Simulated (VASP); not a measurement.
# Rh (Fm-3m) in VASP: notebook

Rh is run at these levels: r2SCAN; tasks: single point.

Program: VASP 6.6.1. These are calculated values, not measurements. Logs are shortened: lines on timing, memory, paths and dates and some standing lists are left out, and cuts for length are marked.

### 1 The cell of the first run

It takes space group Fm-3m (No. 225, cubic). Conventional cell: a = 3.802 Å, b = 3.802 Å, c = 3.802 Å, α = 90.00°, β = 90.00°, γ = 90.00°. Rh (site symmetry m-3m) has 12 Rh at 2.69 Å within 3.5 Å.

### 2 Single point, r2SCAN

POSCAR

```
Rh
1.0
    0.0000000000      1.9008071574      1.9008071574
    1.9008071574      0.0000000000      1.9008071574
    1.9008071574      1.9008071574      0.0000000000
Rh
1
Direct
    0.0000000000      0.0000000000      0.0000000000
```

INCAR.step1

```
SYSTEM = Rh
  ALGO = Normal
  EDIFF = 1E-5
  ENCUT = 680
  GGA = PE
  GGA_COMPAT = .FALSE.
  ISMEAR = -1
  LASPH = .TRUE.
  LCHARG = .FALSE.
  LREAL = .FALSE.
  LWAVE = .TRUE.
  NBANDS = 14
  NELM = 120
  PREC = Accurate
  SIGMA = 0.1
```

INCAR.step2

```
SYSTEM = Rh
  ALGO = Normal
  EDIFF = 1E-6
  ENCUT = 680
  GGA_COMPAT = .FALSE.
  ISIF = 2
  ISMEAR = -1
  ISTART = 1
  LASPH = .TRUE.
  LCHARG = .TRUE.
  LELF = .TRUE.
  LMIXTAU = .TRUE.
  LREAL = .FALSE.
  LVHAR = .TRUE.
  LWAVE = .FALSE.
  METAGGA = R2SCAN
  NBANDS = 14
  NELM = 120
  PREC = Accurate
  SIGMA = 0.1
```

KPOINTS

```
k-points
0
G
  15 15 15
  0 0 0
```

Potentials or basis: VASP PAW PBE potentials, release 64 (Rh_sv_GW).

The run is started by

```bash
> cat potpaw_PBE.64/Rh_sv_GW/POTCAR > POTCAR
> cp INCAR.step1 INCAR
> mpirun -np 1 vasp_std > vasp.out
> cp INCAR.step2 INCAR
> mpirun -np 1 vasp_std > vasp.out
```

OUTCAR:

```text
SYSTEM = Rh
   EDIFF = 1E-6
   ENCUT = 680
   ISIF = 2
   ISMEAR = -1
   ISTART = 1
   LASPH = .TRUE.
   LREAL = .FALSE.
   METAGGA = R2SCAN
   NELM = 120
   PREC = Accurate

 ion  position               nearest neighbor table
   1  0.000  0.000  0.000-

  LATTYP: Found a face centered cubic cell.
 ALAT       =     3.8016143148

  Lattice vectors:

 A1 = (   0.0000000000,   1.9008071574,   1.9008071574)
 A2 = (   1.9008071574,   0.0000000000,   1.9008071574)
 A3 = (   1.9008071574,   1.9008071574,   0.0000000000)

Analysis of symmetry for initial positions (statically):
=====================================================================
 Subroutine PRICEL returns:
 Original cell was already a primitive cell.

 Routine SETGRP: Setting up the symmetry group for a
 face centered cubic supercell.

 Subroutine GETGRP returns: Found 48 space group operations
 (whereof 48 operations were pure point group operations)
 out of a pool of 48 trial point group operations.

The static configuration has the point symmetry O_h .

Analysis of symmetry for dynamics (positions and initial velocities):
=====================================================================
 Subroutine PRICEL returns:
 Original cell was already a primitive cell.

 Routine SETGRP: Setting up the symmetry group for a
 face centered cubic supercell.

 Subroutine GETGRP returns: Found 48 space group operations
 (whereof 48 operations were pure point group operations)
 out of a pool of 48 trial point group operations.

The dynamic configuration has the point symmetry O_h .

 Subroutine INISYM returns: Found 48 space group operations
 (whereof 48 operations are pure point group operations),
 and found     1 'primitive' translations

----------------------------------------------------------------------------------------

                                     Primitive cell

  volume of cell :      13.7355

  direct lattice vectors                    reciprocal lattice vectors
     0.000000000  1.900807157  1.900807157    -0.263046148  0.263046148  0.263046148
     1.900807157  0.000000000  1.900807157     0.263046148 -0.263046148  0.263046148
     1.900807157  1.900807157  0.000000000     0.263046148  0.263046148 -0.263046148

  length of vectors
     2.688147261  2.688147261  2.688147261     0.455609292  0.455609292  0.455609292

  position of ions in fractional coordinates (direct lattice)
     0.000000000  0.000000000  0.000000000

  ion indices of the primitive-cell ions
   primitive index   ion index
                 1           1

----------------------------------------------------------------------------------------

 KPOINTS: k-points

Automatic generation of k-mesh.
 Grid dimensions read from file:
 generate k-points for:   15   15   15

 Generating k-lattice:

  Cartesian coordinates                     Fractional coordinates (reciprocal lattice)
    -0.017536410  0.017536410  0.017536410     0.066666667  0.000000000  0.000000000
     0.017536410 -0.017536410  0.017536410     0.000000000  0.066666667  0.000000000
     0.017536410  0.017536410 -0.017536410     0.000000000  0.000000000  0.066666667

  Length of vectors
     0.030373953  0.030373953  0.030373953

  Shift w.r.t. Gamma in fractional coordinates (k-lattice)
     0.000000000  0.000000000  0.000000000

 Subroutine IBZKPT returns following result:
 ===========================================

 Found    120 irreducible k-points:

 Following reciprocal coordinates:
            Coordinates               Weight
  0.000000  0.000000  0.000000      1.000000
  0.066667  0.000000  0.000000      8.000000
  0.133333  0.000000  0.000000      8.000000
  0.200000  0.000000  0.000000      8.000000
  0.266667  0.000000  0.000000      8.000000
  0.333333  0.000000  0.000000      8.000000
[... 16 lines left out ...]
  0.133333  0.133333  0.000000      6.000000
  0.200000  0.133333  0.000000     24.000000
 [... further k-points ...]
   k-points           NKPTS =    120   k-points in BZ     NKDIM =    120   number of bands    NBANDS=     14
   number of dos      NEDOS =    301   number of ions     NIONS =      1
   total plane-waves  NPLWV =  13824
   dimension x,y,z NGX =    24 NGY =   24 NGZ =   24
   dimension x,y,z NGXF=    48 NGYF=   48 NGZF=   48
   ions per type =               1
   NGX,Y,Z   is equivalent  to a cutoff of  14.84, 14.84, 14.84 a.u.
   NGXF,Y,Z  is equivalent  to a cutoff of  29.69, 29.69, 29.69 a.u.
 SYSTEM =  Rh
   PREC   = accura    normal or accurate (medium, high low for compatibility)
   ISTART =      1    job   : 0-new  1-cont  2-samecut
   ICHARG =      0    charge: 1-file 2-atom 10-const
   ISPIN  =      1    spin polarized calculation?
   LNONCOLLINEAR =      F non collinear calculations
   LSORBIT =      F    spin-orbit coupling
   LASPH  =      T    aspherical Exc in radial PAW
   ENCUT  =  680.0 eV  49.98 Ry    7.07 a.u.   5.72  5.72  5.72*2*pi/ulx,y,z
   NELM   =    120;   NELMIN=  2; NELMDL=  0     # of ELM steps
   EDIFF  = 0.1E-05   stopping-criterion for ELM
   LREAL  =      F    real-space projection
   EDIFFG = 0.1E-04   stopping-criterion for IOM
   NSW    =      0    number of steps for IOM
   IBRION =     -1    ionic relax: 0-MD 1-quasi-New 2-CG
   NFREE  =      0    steps in history (QN), initial steepest desc. (CG)
   ISIF   =      2    stress and relaxation
   ISYM   =      2    0-nonsym 1-usesym 2-fastsym
   POTIM  = 0.5000    time-step for ionic-motion
   TEBEG  =    0.0;   TEEND  =   0.0 temperature during run
   PSTRESS=    0.0 pullay stress
   NELECT =      17.0000    total number of electrons
   NUPDOWN=      -1.0000    fix difference up-down
   EMIN   =  10.00;   EMAX   =-10.00  energy-range for DOS
   EFERMI =   0.00;   METHOD = LEGACY
   ISMEAR =    -1;   SIGMA  =   0.10  broadening in eV -4-tet -1-fermi 0-gaus
   EFERMI_NEDOS =   21; number of points for ismear=-14 and -15
   IALGO  =     38    algorithm
   IMIX   =      4    mixing-type and parameters
     AMIX     =   0.40;   BMIX     =  1.00
     AMIX_MAG =   1.60;   BMIX_MAG =  1.00
  volume/ion in A,a.u.               =      13.74        92.69
  Fermi-wavevector in a.u.,A,eV,Ry     =   1.757693  3.321559 42.035002  3.089486
  Thomas-Fermi vector in A             =   2.826998
   LORBIT       =      0    0 simple, 1 ext, 2 COOP (PROOUT), +10 PAW based schemes
   METAGGA = R2SCAN    functional components
   LHFCALC =     F    Hartree Fock is set to
   AEXX    =    0.0000 exact exchange contribution
   IVDW    =     0    specifies the selected vdW correction
   LEPSILON=     F    determine dielectric tensor
   LRPA    =     F    only Hartree local field effects (RPA)
 non-spin polarized calculation
  energy-cutoff  :      680.00
  volume of cell :       13.74
 maximum number of plane-waves:       564
   NGX = 11   NGY = 11   NGZ = 11

 number of electron      17.0000001 magnetization

 Free energy of the ion-electron system (eV)
  ---------------------------------------------------
  ext. energy  EPLUGINS =         0.00000000
  ---------------------------------------------------
  free energy    TOTEN  =       -23.30671508 eV

  energy without entropy =      -23.26482010  energy(sigma->0) =      -23.28576759

 E-fermi :  10.6928     XC(G=0): -15.2822

 val. band max:       10.6924133254   @ k =   0.3333   0.1333   0.0000
 cond. band min:      10.6979784479   @ k =  -0.2667   0.0667   0.0000
 fundamental gap:      0.0055651225
 Fermi energy:        10.6927920683

 k-point     1 :       0.0000    0.0000    0.0000
  band No.  band energies     occupation
      1     -70.4771      2.00000
      2     -37.1035      2.00000
      3     -37.1035      2.00000
      4     -37.1035      2.00000
      5       2.5427      2.00000
      6       7.5297      2.00000
      7       7.5297      2.00000
      8       7.5297      2.00000
      9       9.6269      1.99995
     10       9.6269      1.99995
     11      27.1684      0.00000
     12      32.8217      0.00000
     13      32.8217      0.00000
     14      32.8217      0.00000

 k-point     2 :       0.0667    0.0000    0.0000
  band No.  band energies     occupation
      1     -70.4719      2.00000
      2     -37.1384      2.00000
      3     -37.1082      2.00000
      4     -37.1082      2.00000
      5       2.7287      2.00000
      6       7.4475      2.00000
      7       7.6018      2.00000
      8       7.6018      2.00000
      9       9.5873      1.99997
     10       9.5873      1.99997
     11      27.4342      0.00000
     12      31.9100      0.00000
     13      33.0914      0.00000
     14      33.0914      0.00000

 k-point     3 :       0.1333    0.0000    0.0000
  band No.  band energies     occupation
      1     -70.4569      2.00000
      2     -37.2366      2.00000
      3     -37.1215      2.00000
      4     -37.1215      2.00000
      5       3.2487      2.00000
      6       7.2629      2.00000
      7       7.7749      2.00000
      8       7.7749      2.00000
      9       9.5212      1.99998
     10       9.5212      1.99998
     11      28.1012      0.00000
     12      30.0955      0.00000
     13      33.8653      0.00000
     14      33.8653      0.00000

 k-point     4 :       0.2000    0.0000    0.0000
  band No.  band energies     occupation
      1     -70.4348      2.00000
      2     -37.3798      2.00000
      3     -37.1410      2.00000
      4     -37.1410      2.00000
      5       3.9478      2.00000
      6       7.1826      2.00000
      7       7.9062      2.00000
      8       7.9062      2.00000
      9       9.5878      1.99997
     10       9.5878      1.99997
     11      28.0263      0.00000
     12      28.8179      0.00000
     13      35.0304      0.00000
     14      35.0304      0.00000

 k-point     5 :       0.2667    0.0000    0.0000
  band No.  band energies     occupation
      1     -70.4093      2.00000
      2     -37.5421      2.00000
      3     -37.1634      2.00000
      4     -37.1634      2.00000
      5       4.4657      2.00000
      6       7.6035      2.00000
      7       7.8579      2.00000
      8       7.8579      2.00000
      9       9.9275      1.99905
     10       9.9275      1.99905
     11      25.9675      0.00000
[... 276 lines left out ...]
 k-point    22 :      -0.0667    0.0667    0.0000
  band No.  band energies     occupation
      1     -70.4633      2.00000
      2     -37.1869      2.00000
      3     -37.1289      2.00000
      4     -37.1101      2.00000
      5       3.0283      2.00000
      6       7.2944      2.00000
      7       7.7018      2.00000
      8       7.7542      2.00000
      9       9.4104      1.99999
     10       9.6622      1.99993
     11      27.8433      0.00000
     12      31.0395      0.00000
     13      32.9134      0.00000
     14      33.8043      0.00000

 k-point    23 :       0.1333    0.1333    0.0000
  band No.  band energies     occupation
      1     -70.4502      2.00000
      2     -37.2324      2.00000
      3     -37.1515      2.00000
      4     -37.1515      2.00000
      5       3.4873      2.00000
      6       6.9204      2.00000
      7       8.0323      2.00000
      8       8.0323      2.00000
      9       9.0154      2.00000
     10       9.8656      1.99949
     11      28.5307      0.00000
     12      31.0869      0.00000
     13      32.7697      0.00000
     14      32.7697      0.00000

 k-point    24 :       0.2000    0.1333    0.0000
  band No.  band energies     occupation
      1     -70.4337      2.00000
      2     -37.3257      2.00000
      3     -37.1759      2.00000
      4     -37.1693      2.00000
      5       4.0421      2.00000
      6       6.6560      2.00000
      7       8.1862      2.00000
      8       8.2743      2.00000
      9       8.9453      2.00000
     10       9.9998      1.99805
     11      29.1920      0.00000
     12      29.8525      0.00000
     13      32.6503      0.00000
     14      33.1523      0.00000

 [... further k-points ...]

------------------------ aborting loop because EDIFF is reached ----------------------------------------

  FORCE on cell =-STRESS in cart. coord.  units (eV):
  Direction    XX          YY          ZZ          XY          YZ          ZX
  --------------------------------------------------------------------------------------
  -------------------------------------------------------------------------------------
  Total        0.0003967      0.0003967      0.0003967      0.0000000     -0.0000000      0.0000000
  in kB        0.0462674      0.0462674      0.0462674      0.0000000     -0.0000000      0.0000000
  external PRESSURE =       0.0462674 kB  Pullay stress =       0.0000000 kB

 VOLUME and BASIS-vectors are now :
 -----------------------------------------------------------------------------
  energy-cutoff  :      680.00
  volume of cell :       13.74
      direct lattice vectors                 reciprocal lattice vectors
     0.000000000  1.900807157  1.900807157    -0.263046148  0.263046148  0.263046148
     1.900807157  0.000000000  1.900807157     0.263046148 -0.263046148  0.263046148
     1.900807157  1.900807157  0.000000000     0.263046148  0.263046148 -0.263046148

 POSITION                                       TOTAL-FORCE (eV/Angst)
 -----------------------------------------------------------------------------------
      0.00000      0.00000      0.00000         0.000000      0.000000      0.000000
 -----------------------------------------------------------------------------------
    total drift:                                0.000000      0.000000      0.000000

  FREE ENERGIE OF THE ION-ELECTRON SYSTEM (eV)
  ---------------------------------------------------
  free  energy   TOTEN  =       -23.3067150797 eV

  energy  without entropy=      -23.2648200955  energy(sigma->0) =      -23.28576759
```

It took 46 s on 1 thread of Intel Xeon 6975P-C (Granite Rapids), shared host; peak memory 0.18 GiB.

Results:

```
Free energy            : -23.3067 eV
Pressure               : 0.0 GPa
Band gap on the k mesh : zero (an odd number of electrons rules out a gap without spin polarisation)
```

Caveat: the PAW data sets were made with another functional, which shifts forces and pressure a little.

### 3 Single point, r2SCAN

POSCAR is that of step 2.

INCAR.step1

```
SYSTEM = Rh
ALGO = Normal
EDIFF = 1E-5
ENCUT = 680
GGA = PE
GGA_COMPAT = .False.
ISMEAR = 1
LASPH = .True.
LCHARG = .False.
LREAL = .False.
LWAVE = .True.
NBANDS = 14
NELM = 120
PREC = Accurate
SIGMA = 1.0
```

INCAR.step2

```
SYSTEM = Rh
ALGO = Normal
EDIFF = 1E-6
ENCUT = 680
GGA_COMPAT = .False.
ISIF = 2
ISMEAR = 1
ISTART = 1
LASPH = .True.
LCHARG = .False.
LMIXTAU = .True.
LREAL = .False.
LWAVE = .False.
METAGGA = R2SCAN
NBANDS = 14
NELM = 120
PREC = Accurate
SIGMA = 1.0
```

KPOINTS

```
k-points
0
Gamma
  14 14 14
  0 0 0
```

Potentials or basis: VASP PAW PBE potentials, release 64 (Rh_sv_GW).

The run is started by

```bash
> cat potpaw_PBE.64/Rh_sv_GW/POTCAR > POTCAR
> cp INCAR.step1 INCAR
> mpirun -np 1 vasp_std > vasp.out
> cp INCAR.step2 INCAR
> mpirun -np 1 vasp_std > vasp.out
```

Run time: 37 s. Hardware: 1 thread of Intel Xeon 6975P-C (Granite Rapids), shared host; peak memory 0.17 GiB.

Results (log left out):

```yaml
Free_energy: -23.2935 eV
Pressure: 0.6 GPa
Band_gap_on_the_k_mesh: zero (an odd number of electrons rules out a gap without spin polarisation)
```

Levels at points of the mesh, in eV from the Fermi level:
| k point | band 5 | band 6 | band 7 | band 8 | band 9 | band 10 | band 11 | band 12 |
| --- | --- | --- | --- | --- | --- | --- | --- | --- |
| (0.00, 0.00, 0.00) | -8.10 | -3.10 | -3.10 | -3.10 | -1.00 | -1.00 | 16.53 | 22.18 |
| (0.50, 0.00, 0.00) | -6.26 | -3.22 | -3.22 | 0.66 | 0.66 | 0.96 | 9.18 | 16.13 |
| (0.50, 0.50, 0.00) | -6.48 | -6.10 | 0.58 | 1.12 | 1.12 | 3.55 | 12.96 | 14.03 |

Caveat: so wide a smearing shifts energies and pressures; the PAW data sets were made with another functional, which shifts forces and pressure a little.

(Part 1 of 2 ends here.)
